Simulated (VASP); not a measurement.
Write the native input for VASP 6.6.1 that does the following.

| Item | Value |
| --- | --- |
| Task | single point |
| Functional | r2SCAN |
| Potentials or basis | VASP PAW PBE potentials, release 64 (Rb_sv, Sr_sv, Br) |
| Cutoff | 520 eV |
| k mesh | 4 × 4 × 4 |
| Occupations | gaussian, width 0.01 eV |
| Spin | no spin polarisation |
| Dipole correction | no |
| Further INCAR settings | ALGO = Normal; EDIFF = 1e-06; NBANDS = 28 |

The system is RbSrBr3.

```
Rb Sr Br
1.0
     5.94608   -0.05946    0.00000
    -0.05946    5.94608    0.00000
     0.00000    0.00000    5.94608
Rb Sr Br
1 1 3
Direct
  0.00000 0.00000 0.00000
  0.50000 0.50000 0.50000
  0.50000 0.50000 0.00000
  0.50000 0.00000 0.50000
  0.00000 0.50000 0.50000
```

This cell differs from its parent crystal: shear xy strain -2.0%.

The input as run:

POSCAR

```
RbSrBr3
1.0
    5.9460751198     -0.0594607512      0.0000000000
   -0.0594607512      5.9460751198      0.0000000000
    0.0000000000      0.0000000000      5.9460751198
Rb Sr Br
1 1 3
Direct
    0.0000000000      0.0000000000      0.0000000000
    0.5000000000      0.5000000000      0.5000000000
    0.5000000000      0.5000000000      0.0000000000
    0.5000000000      0.0000000000      0.5000000000
    0.0000000000      0.5000000000      0.5000000000
```

INCAR.step1

```
ALGO = Normal
EDIFF = 1E-4
ENCUT = 520
GGA = PE
ISMEAR = 0
LASPH = True
LCHARG = False
LREAL = False
LWAVE = True
NBANDS = 28
NELM = 80
PREC = Accurate
SIGMA = 0.01
```

INCAR.step2

```
ALGO = Normal
EDIFF = 1E-6
ENCUT = 520
ISIF = 2
ISMEAR = 0
ISTART = 1
LASPH = True
LCHARG = False
LMIXTAU = True
LREAL = False
LWAVE = False
METAGGA = R2SCAN
NBANDS = 28
NELM = 80
PREC = Accurate
SIGMA = 0.01
```

KPOINTS

```
k-points
0
Gamma
  4 4 4
```

Potentials or basis: VASP PAW PBE potentials, release 64 (Rb_sv, Sr_sv, Br).

Run with:

```sh
$ cat potpaw_PBE.64/Rb_sv/POTCAR potpaw_PBE.64/Sr_sv/POTCAR potpaw_PBE.64/Br/POTCAR > POTCAR
$ cp INCAR.step1 INCAR
$ mpirun -np 1 vasp_std > vasp.out
$ cp INCAR.step2 INCAR
$ mpirun -np 1 vasp_std > vasp.out
```

Results of the run:

| Quantity | Value |
| --- | --- |
| Pressure | 0.1 GPa |
| Band gap on the k mesh | 4.59 eV (least direct gap 4.81 eV) |

Caveat: the cell differs from its parent crystal (shear xy strain -2.0%); the PAW data sets were made with another functional, which shifts forces and pressure a little.

It took 5.8 min on 1 thread of Intel(R) Xeon(R) Platinum 8259CL CPU @ 2.50GHz (Skylake/Cascade Lake) (shared host), peak memory 0.44 GiB.
